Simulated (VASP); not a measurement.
# SrCl2 (Fm-3m) in VASP: a series of runs

Aim: see how the results for SrCl2 move with the level of theory and the settings. Levels: HSE06, PBE-based global hybrid with 50 % exact exchange. Tasks: single point.

Program: VASP 6.6.1. These are calculated values, not measurements. Logs are shortened: lines on timing, memory, paths and dates and some standing lists are left out, and cuts for length are marked.

## 1. The cell of the first run

Symmetry: Fm-3m, No. 225, cubic system. Conventional cell: a = 6.995 Å, b = 6.995 Å, c = 6.995 Å, α = 90.00°, β = 90.00°, γ = 90.00°. Within 4.0 Å of Sr (site symmetry m-3m) lie 8 Cl at 3.03 Å. Within 4.0 Å of Cl (site symmetry -43m) lie 4 Sr at 3.03 Å and 6 Cl at 3.50 Å.

## 2. Single point, HSE06

The input, POSCAR:

```
SrCl2
1.0
    0.0000000000      3.4976509443      3.4976509443
    3.4976509443      0.0000000000      3.4976509443
    3.4976509443      3.4976509443      0.0000000000
Sr Cl
1 2
Direct
    0.0000000000      0.0000000000      0.0000000000
    0.2500000000      0.2500000000      0.2500000000
    0.7500000000      0.7500000000      0.7500000000
```

The input, INCAR.step1:

```
SYSTEM = SrCl2
PREC = Accurate
ENCUT = 520
EDIFF = 1E-5
ISMEAR = 0
SIGMA = 0.01
LREAL = .False.
LASPH = .True.
NELM = 60
ALGO = Normal
ISIF = 2
LWAVE = .True.
GGA = PE
NBANDS = 19
```

The input, INCAR.step2:

```
SYSTEM = SrCl2
PREC = Accurate
ENCUT = 520
EDIFF = 1E-6
ISMEAR = 0
SIGMA = 0.01
LREAL = .False.
LASPH = .True.
NELM = 60
ALGO = Normal
ISIF = 2
LWAVE = .False.
LCHARG = .True.
GGA = PE
LHFCALC = .True.
HFSCREEN = 0.2079
PRECFOCK = Normal
LELF = .True.
LVHAR = .True.
ISTART = 1
NBANDS = 19
```

The input, KPOINTS:

```
Automatic mesh
0
Gamma
  4 4 4
  0 0 0
```

Potentials or basis: VASP PAW PBE potentials, release 64 (Sr_sv, Cl).

On the command line:

```
$ cat potpaw_PBE.64/Sr_sv/POTCAR potpaw_PBE.64/Cl/POTCAR > POTCAR
$ cp INCAR.step1 INCAR
$ mpirun -np 1 vasp_std > vasp.out
$ cp INCAR.step2 INCAR
$ mpirun -np 1 vasp_std > vasp.out
```

OUTCAR:

```text
SYSTEM = SrCl2
   PREC = Accurate
   ENCUT = 520
   EDIFF = 1E-6
   ISMEAR = 0
   LREAL = .False.
   LASPH = .True.
   NELM = 60
   ISIF = 2
   GGA = PE
   LHFCALC = .True.
   HFSCREEN = 0.2079
   PRECFOCK = Normal
   ISTART = 1

 ion  position               nearest neighbor table
   1  0.000  0.000  0.000-   3 3.03   3 3.03   3 3.03   2 3.03   3 3.03   2 3.03   2 3.03   2 3.03

   2  0.250  0.250  0.250-   1 3.03   1 3.03   1 3.03   1 3.03
   3  0.750  0.750  0.750-   1 3.03   1 3.03   1 3.03   1 3.03

  LATTYP: Found a face centered cubic cell.
 ALAT       =     6.9953018886

  Lattice vectors:

 A1 = (   0.0000000000,   3.4976509443,   3.4976509443)
 A2 = (   3.4976509443,   0.0000000000,   3.4976509443)
 A3 = (   3.4976509443,   3.4976509443,   0.0000000000)

Analysis of symmetry for initial positions (statically):
=====================================================================
 Subroutine PRICEL returns:
 Original cell was already a primitive cell.

 Routine SETGRP: Setting up the symmetry group for a
 face centered cubic supercell.

 Subroutine GETGRP returns: Found 48 space group operations
 (whereof 48 operations were pure point group operations)
 out of a pool of 48 trial point group operations.

The static configuration has the point symmetry O_h .

Analysis of symmetry for dynamics (positions and initial velocities):
=====================================================================
 Subroutine PRICEL returns:
 Original cell was already a primitive cell.

 Routine SETGRP: Setting up the symmetry group for a
 face centered cubic supercell.

 Subroutine GETGRP returns: Found 48 space group operations
 (whereof 48 operations were pure point group operations)
 out of a pool of 48 trial point group operations.

The dynamic configuration has the point symmetry O_h .

 Subroutine INISYM returns: Found 48 space group operations
 (whereof 48 operations are pure point group operations),
 and found     1 'primitive' translations

----------------------------------------------------------------------------------------

                                     Primitive cell

  volume of cell :      85.5775

  direct lattice vectors                    reciprocal lattice vectors
     0.000000000  3.497650944  3.497650944    -0.142953087  0.142953087  0.142953087
     3.497650944  0.000000000  3.497650944     0.142953087 -0.142953087  0.142953087
     3.497650944  3.497650944  0.000000000     0.142953087  0.142953087 -0.142953087

  length of vectors
     4.946425402  4.946425402  4.946425402     0.247602010  0.247602010  0.247602010

  position of ions in fractional coordinates (direct lattice)
     0.000000000  0.000000000  0.000000000
     0.250000000  0.250000000  0.250000000
     0.750000000  0.750000000  0.750000000

  ion indices of the primitive-cell ions
   primitive index   ion index
                 1           1
                 2           2
                 3           3

----------------------------------------------------------------------------------------

 KPOINTS: Automatic mesh

Automatic generation of k-mesh.
 Grid dimensions read from file:
 generate k-points for:    4    4    4

 Generating k-lattice:

  Cartesian coordinates                     Fractional coordinates (reciprocal lattice)
    -0.035738272  0.035738272  0.035738272     0.250000000  0.000000000  0.000000000
     0.035738272 -0.035738272  0.035738272     0.000000000  0.250000000  0.000000000
     0.035738272  0.035738272 -0.035738272     0.000000000  0.000000000  0.250000000

  Length of vectors
     0.061900502  0.061900502  0.061900502

  Shift w.r.t. Gamma in fractional coordinates (k-lattice)
     0.000000000  0.000000000  0.000000000

 Subroutine IBZKPT returns following result:
 ===========================================

 Found      8 irreducible k-points:

 Following reciprocal coordinates:
            Coordinates               Weight
  0.000000  0.000000  0.000000      1.000000
  0.250000  0.000000  0.000000      8.000000
  0.500000  0.000000  0.000000      4.000000
  0.250000  0.250000  0.000000      6.000000
  0.500000  0.250000  0.000000     24.000000
 -0.250000  0.250000  0.000000     12.000000
  0.500000  0.500000  0.000000      3.000000
 -0.250000  0.500000  0.250000      6.000000
   k-points           NKPTS =      8   k-points in BZ     NKDIM =     64   number of bands    NBANDS=     19
   number of dos      NEDOS =    301   number of ions     NIONS =      3
   total plane-waves  NPLWV =  64000
   dimension x,y,z NGX =    40 NGY =   40 NGZ =   40
   dimension x,y,z NGXF=    80 NGYF=   80 NGZF=   80
   ions per type =               1   2
   NGX,Y,Z   is equivalent  to a cutoff of  13.44, 13.44, 13.44 a.u.
   NGXF,Y,Z  is equivalent  to a cutoff of  26.89, 26.89, 26.89 a.u.
 SYSTEM =  SrCl2
   PREC   = accura    normal or accurate (medium, high low for compatibility)
   ISTART =      1    job   : 0-new  1-cont  2-samecut
   ICHARG =      0    charge: 1-file 2-atom 10-const
   ISPIN  =      1    spin polarized calculation?
   LNONCOLLINEAR =      F non collinear calculations
   LSORBIT =      F    spin-orbit coupling
   LASPH  =      T    aspherical Exc in radial PAW
   ENCUT  =  520.0 eV  38.22 Ry    6.18 a.u.   9.20  9.20  9.20*2*pi/ulx,y,z
   NELM   =     60;   NELMIN=  2; NELMDL=  0     # of ELM steps
   EDIFF  = 0.1E-05   stopping-criterion for ELM
   LREAL  =      F    real-space projection
   EDIFFG = 0.1E-04   stopping-criterion for IOM
   NSW    =      0    number of steps for IOM
   IBRION =     -1    ionic relax: 0-MD 1-quasi-New 2-CG
   NFREE  =      0    steps in history (QN), initial steepest desc. (CG)
   ISIF   =      2    stress and relaxation
   ISYM   =      3    0-nonsym 1-usesym 2-fastsym
   POTIM  = 0.5000    time-step for ionic-motion
   TEBEG  =    0.0;   TEEND  =   0.0 temperature during run
   PSTRESS=    0.0 pullay stress
   NELECT =      24.0000    total number of electrons
   NUPDOWN=      -1.0000    fix difference up-down
   EMIN   =  10.00;   EMAX   =-10.00  energy-range for DOS
   EFERMI =   0.00;   METHOD = LEGACY
   ISMEAR =     0;   SIGMA  =   0.01  broadening in eV -4-tet -1-fermi 0-gaus
   EFERMI_NEDOS =   21; number of points for ismear=-14 and -15
   IALGO  =     38    algorithm
   IMIX   =      1    mixing-type and parameters
     AMIX     =   0.40;   BMIX     =  1.00
     AMIX_MAG =   1.60;   BMIX_MAG =  1.00
  volume/ion in A,a.u.               =      28.53       192.50
  Fermi-wavevector in a.u.,A,eV,Ry     =   1.071582  2.024997 15.623409  1.148288
  Thomas-Fermi vector in A             =   2.207327
   LORBIT       =      0    0 simple, 1 ext, 2 COOP (PROOUT), +10 PAW based schemes
   GGA     = PE    functional components
   LHFCALC =     T    Hartree Fock is set to
   PRECFOCK=normal    Normal, Fast or Accurate (Low or Medium for compatibility)
   ENCUT4O =  -1.0   cutoff for four orbital integrals eV
   NKREDX  =     1    reduce k-point grid by
   NKREDY  =     1    reduce k-point grid by
   NKREDZ  =     1    reduce k-point grid by
   AEXX    =    0.2500 exact exchange contribution
   HFSCREEN=    0.2079 screening length (either q_TF or 0.3 A-1)
   HFSCREENC=   0.2079 screening length for correlation (either q_TF or 0.3 A-1)
   ENCUTFOCK=  -1.0 apply spherical cutoff to Coloumb kernel
   IVDW    =     0    specifies the selected vdW correction
   LEPSILON=     F    determine dielectric tensor
   LRPA    =     F    only Hartree local field effects (RPA)
 non-spin polarized calculation
 Gauss-broadening in eV      SIGMA  =   0.01
  energy-cutoff  :      520.00
  volume of cell :       85.58
 maximum number of plane-waves:      2332
 NGX is ok and might be reduce to    40
  NGX = 28; NGY = 28; NGZ = 28

 number of electron      24.0000002 magnetization

 Free energy of the ion-electron system (eV)
  ---------------------------------------------------
  ext. energy  EPLUGINS =         0.00000000
  ---------------------------------------------------
  free energy    TOTEN  =       -14.81299876 eV

  energy without entropy =      -14.81299876  energy(sigma->0) =      -14.81299876

 E-fermi :  -0.6571     XC(G=0):  -6.8780

 val. band max:       -0.8231776476   @ k =   0.5000   0.5000   0.0000
 cond. band min:       5.7609724139   @ k =   0.0000   0.0000   0.0000
 fundamental gap:      6.5841500616
 Fermi energy:        -0.6571208569

 k-point     1 :       0.0000    0.0000    0.0000
  band No.  band energies     occupation
      1     -35.8049      2.00000
      2     -16.5201      2.00000
      3     -16.5200      2.00000
      4     -16.5200      2.00000
      5     -15.3503      2.00000
      6     -14.4435      2.00000
[... 11 lines left out ...]
     18       9.5364      0.00000
     19      10.1554      0.00000

 k-point     2 :       0.2500    0.0000    0.0000
  band No.  band energies     occupation
      1     -35.8031      2.00000
      2     -16.7475      2.00000
      3     -16.5283      2.00000
      4     -16.5283      2.00000
      5     -15.0147      2.00000
      6     -14.5376      2.00000
[... 11 lines left out ...]
     18       9.3474      0.00000
     19      10.3048      0.00000

 k-point     3 :       0.5000    0.0000    0.0000
  band No.  band energies     occupation
      1     -35.8014      2.00000
      2     -16.8982      2.00000
      3     -16.5366      2.00000
      4     -16.5366      2.00000
      5     -14.9246      2.00000
      6     -14.4498      2.00000
[... 11 lines left out ...]
     18       9.3923      0.00000
     19       9.3923      0.00000

 k-point     4 :       0.2500    0.2500    0.0000
  band No.  band energies     occupation
      1     -35.8026      2.00000
      2     -16.7997      2.00000
      3     -16.5397      2.00000
      4     -16.5397      2.00000
      5     -14.8619      2.00000
      6     -14.6104      2.00000
[... 11 lines left out ...]
     18       9.2338      0.00000
     19       9.6989      0.00000

 k-point     5 :       0.5000    0.2500    0.0000
  band No.  band energies     occupation
      1     -35.8008      2.00000
      2     -16.8741      2.00000
      3     -16.6427      2.00000
      4     -16.5479      2.00000
      5     -14.7205      2.00000
      6     -14.5457      2.00000
[... 11 lines left out ...]
     18       9.5586      0.00000
     19      10.3289      0.00000

 k-point     6 :      -0.2500    0.2500    0.0000
  band No.  band energies     occupation
      1     -35.8014      2.00000
      2     -16.8055      2.00000
      3     -16.6682      2.00000
      4     -16.5367      2.00000
      5     -14.7323      2.00000
      6     -14.5984      2.00000
[... 11 lines left out ...]
     18       9.3098      0.00000
     19      10.5553      0.00000

 k-point     7 :       0.5000    0.5000    0.0000
  band No.  band energies     occupation
      1     -35.8002      2.00000
      2     -16.9819      2.00000
      3     -16.5592      2.00000
      4     -16.5592      2.00000
      5     -14.7662      2.00000
      6     -14.4507      2.00000
[... 11 lines left out ...]
     18       9.1816      0.00000
     19      10.6040      0.00000

 k-point     8 :      -0.2500    0.5000    0.2500
  band No.  band energies     occupation
      1     -35.8002      2.00000
      2     -16.7890      2.00000
      3     -16.7890      2.00000
      4     -16.5596      2.00000
      5     -14.5901      2.00000
      6     -14.5901      2.00000
[... 11 lines left out ...]
     18      10.1833      0.00000
     19      11.2733      0.00000

------------------------ aborting loop because EDIFF is reached ----------------------------------------

  FORCE on cell =-STRESS in cart. coord.  units (eV):
  Direction    XX          YY          ZZ          XY          YZ          ZX
  --------------------------------------------------------------------------------------
  -------------------------------------------------------------------------------------
  Total        0.1362961      0.1362961      0.1362961      0.0000000      0.0000000      0.0000000
  in kB        2.5517303      2.5517303      2.5517303      0.0000000      0.0000000      0.0000000
  external PRESSURE =       2.5517303 kB  Pullay stress =       0.0000000 kB

 VOLUME and BASIS-vectors are now :
 -----------------------------------------------------------------------------
  energy-cutoff  :      520.00
  volume of cell :       85.58
      direct lattice vectors                 reciprocal lattice vectors
     0.000000000  3.497650944  3.497650944    -0.142953087  0.142953087  0.142953087
     3.497650944  0.000000000  3.497650944     0.142953087 -0.142953087  0.142953087
     3.497650944  3.497650944  0.000000000     0.142953087  0.142953087 -0.142953087

 POSITION                                       TOTAL-FORCE (eV/Angst)
 -----------------------------------------------------------------------------------
      0.00000      0.00000      0.00000        -0.000000     -0.000000     -0.000000
      1.74883      1.74883      1.74883         0.000000      0.000000      0.000000
      5.24648      5.24648      5.24648        -0.000000     -0.000000     -0.000000
 -----------------------------------------------------------------------------------
    total drift:                               -0.000000     -0.000000     -0.000000

  FREE ENERGIE OF THE ION-ELECTRON SYSTEM (eV)
  ---------------------------------------------------
  free  energy   TOTEN  =       -14.8129987594 eV

  energy  without entropy=      -14.8129987594  energy(sigma->0) =      -14.81299876
```

Run time: 28 min. Hardware: 1 thread of Oxide Virtual Turin-like, shared host; peak memory 0.31 GiB.

Results:

```yaml
Free_energy: -14.8130 eV
Pressure: 0.3 GPa
Band_gap_on_the_k_mesh: 6.58 eV (least direct gap 6.82 eV)
```

Levels at points of the mesh, in eV from the valence-band top:
```
           k point  band 9  band 10  band 11  band 12  band 13  band 14  band 15  band 16
(0.00, 0.00, 0.00)   -2.25    -0.36    -0.36    -0.36     6.58     7.52     7.52    10.36
(0.50, 0.00, 0.00)   -1.57    -1.39    -1.12    -1.12     8.18     8.18     9.05     9.10
(0.50, 0.50, 0.00)   -2.02    -0.41    -0.41     0.00     6.82     8.53     9.18     9.57
```

Caveat: the PAW data sets were made with another functional, which shifts forces and pressure a little. A k mesh can miss the band edges.

## 3. Single point, PBE-based global hybrid with 50 % exact exchange

POSCAR is that of step 2.

The input, INCAR.step1:

```
SYSTEM = SrCl2
ALGO = Normal
EDIFF = 1E-5
ENCUT = 520
GGA = PE
ISIF = 2
ISMEAR = 0
LASPH = .True.
LREAL = .False.
LWAVE = .True.
NBANDS = 19
NELM = 60
PREC = Accurate
SIGMA = 0.01
```

The input, INCAR.step2:

```
SYSTEM = SrCl2
AEXX = 0.5
ALGO = Normal
EDIFF = 1E-6
ENCUT = 520
GGA = PE
ISIF = 2
ISMEAR = 0
ISTART = 1
LASPH = .True.
LCHARG = .True.
LELF = .True.
LHFCALC = .True.
LREAL = .False.
LVHAR = .True.
LWAVE = .False.
NBANDS = 19
NELM = 60
PREC = Accurate
PRECFOCK = Normal
SIGMA = 0.01
```

The input, KPOINTS:

```
k-points
0
Gamma
  4 4 4
  0 0 0
```

Potentials or basis: VASP PAW PBE potentials, release 64 (Sr_sv, Cl).

On the command line:

```
$ cat potpaw_PBE.64/Sr_sv/POTCAR potpaw_PBE.64/Cl/POTCAR > POTCAR
$ cp INCAR.step1 INCAR
$ mpirun -np 1 vasp_std > vasp.out
$ cp INCAR.step2 INCAR
$ mpirun -np 1 vasp_std > vasp.out
```

It took 28 min on 1 thread of Oxide Virtual Turin-like, shared host; peak memory 0.22 GiB.

The run converged. Its results:

| Property | Result |
| --- | --- |
| Free energy | -18.3564 eV |
| Pressure | -0.5 GPa |
| Band gap on the k mesh | 9.39 eV (least direct gap 9.67 eV) |

Levels at points of the mesh, in eV from the valence-band top:
```
           k point  band 8  band 9  band 10  band 11  band 12  band 13  band 14  band 15  band 16  band 17
(0.00, 0.00, 0.00)   -2.43   -2.43    -0.40    -0.40    -0.40     9.39    10.51    10.51    13.26    13.26
(0.50, 0.00, 0.00)   -1.76   -1.69    -1.50    -1.23    -1.23    11.24    11.24    11.87    12.22    13.27
(0.50, 0.50, 0.00)   -2.20   -2.20    -0.44    -0.44     0.00     9.67    11.62    12.37    12.77    12.77
```

Caveat: the PAW data sets were made with another functional, which shifts forces and pressure a little.
